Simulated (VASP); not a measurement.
MgF2 (rutile type), 6 atoms in the cell. It takes space group P4_2/mnm (No. 136, tetragonal). The conventional cell has a = 3.973 Å, b = 3.973 Å, c = 2.681 Å, α = 90.00°, β = 90.00°, γ = 90.00°. Within 2.2 Å of Mg (site symmetry mmm) lie 6 F at 1.69 to 1.75 Å. F (site symmetry m2m) has 3 Mg at 1.69 to 1.75 Å and 1 F at 2.24 Å within 2.3 Å. 

```yaml
Program: VASP 6.6.1
Task: single point
Functional: PBE
Potentials_or_basis: VASP PAW PBE potentials, release 64 (Mg, F)
Cutoff: 600 eV
k_mesh: 7 × 7 × 10
Occupations: fermi-dirac, width 0.1 eV
Spin: no spin polarisation
Dipole_correction: no
Further_INCAR_settings: ALGO = Normal; EDIFF = 1e-06; NBANDS = 25
```

Potentials or basis: VASP PAW PBE potentials, release 64 (Mg, F).

The run is started by

```console
$ cat potpaw_PBE.64/Mg/POTCAR potpaw_PBE.64/F/POTCAR > POTCAR
$ mpirun -np 1 vasp_std > vasp.out
```

Hardware: 1 thread of Intel Xeon 8259CL (shared host).

**Question.** Estimate the wall time of this run.

**Answer.** Run time: 43 s on 1 thread of Intel Xeon 8259CL, on a shared host, peak memory 0.21 GiB. Counts: scf iterations 12, k points 60.
